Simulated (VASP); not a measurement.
A run of VASP 6.6.1:

File INCAR:

```
SYSTEM = Si3C4
ALGO     = Normal         ! electronic algorithm
EDIFF    = 1E-7           ! SCF threshold, eV
ENCUT    = 520            ! plane-wave cutoff, eV
GGA      = PS             ! functional
ISIF     = 2              ! what is computed and relaxed
ISMEAR   = -1             ! smearing method
ISPIN    = 2              ! spin polarisation
IVDW     = 13             ! dispersion correction
LASPH    = .TRUE.         ! aspherical terms in the spheres
LCHARG   = .TRUE.         ! write CHGCAR
LELF     = .TRUE.         ! ELF
LORBIT   = 11             ! projections on sites
LREAL    = .FALSE.        ! projectors in reciprocal space
LVHAR    = .TRUE.       
LWAVE    = .FALSE.        ! write WAVECAR
MAGMOM   = 0.375 0.375 0.375 0.375 0.375 0.375 0.375 0.375 0 0 0 0 0 0 ! initial moments
NBANDS   = 45             ! bands
NELECT   = 55.0         
NELM     = 150            ! most SCF steps
PREC     = Accurate       ! precision mode
SIGMA    = 0.05           ! smearing width, eV
```

KPOINTS

```
Automatic mesh
0
Gamma
  2 2 2
  0.5 0.5 0.5
```

POSCAR

```
Si3C4
1.0
    0.0000000000      4.3568530000      4.3568530000
    4.3568530000      0.0000000000      4.3568530000
    4.3568530000      4.3568530000      0.0000000000
C Si
8 6
Direct
    0.1302630000      0.1286310000      0.1211150000
    0.6324420000      0.6245750000      0.6233100000
    0.1262190000      0.1226100000      0.6300860000
    0.6175920000      0.6225110000      0.1329360000
    0.1210300000      0.6318040000      0.1215620000
    0.6283910000      0.1242450000      0.6272300000
    0.6261810000      0.1252630000      0.1293730000
    0.1224900000      0.6221390000      0.6249310000
    0.9996980000      0.9963090000      0.4945370000
    0.4931860000      0.4990690000      0.0059220000
    0.0011980000      0.4958720000      0.9961440000
    0.4950660000      0.9979470000      0.4999500000
    0.4959290000      0.0015310000      0.9971520000
    0.0063970000      0.4917200000      0.4999270000
```

Potentials or basis: VASP PAW PBE potentials, release 64 (C, Si).

Run with:

```bash
$ cat potpaw_PBE.64/C/POTCAR potpaw_PBE.64/Si/POTCAR > POTCAR
$ mpirun -np 1 vasp_std > vasp.out
```

Hardware: 1 thread of Intel(R) Xeon(R) Platinum 8488C (Sapphire Rapids), on a shared host.

Q: Estimate the wall time of this run.

A: Run time: 3.7 min on 1 thread of Intel(R) Xeon(R) Platinum 8488C (Sapphire Rapids), on a shared host, peak memory 0.48 GiB. Counts: scf iterations 16, k points 16.
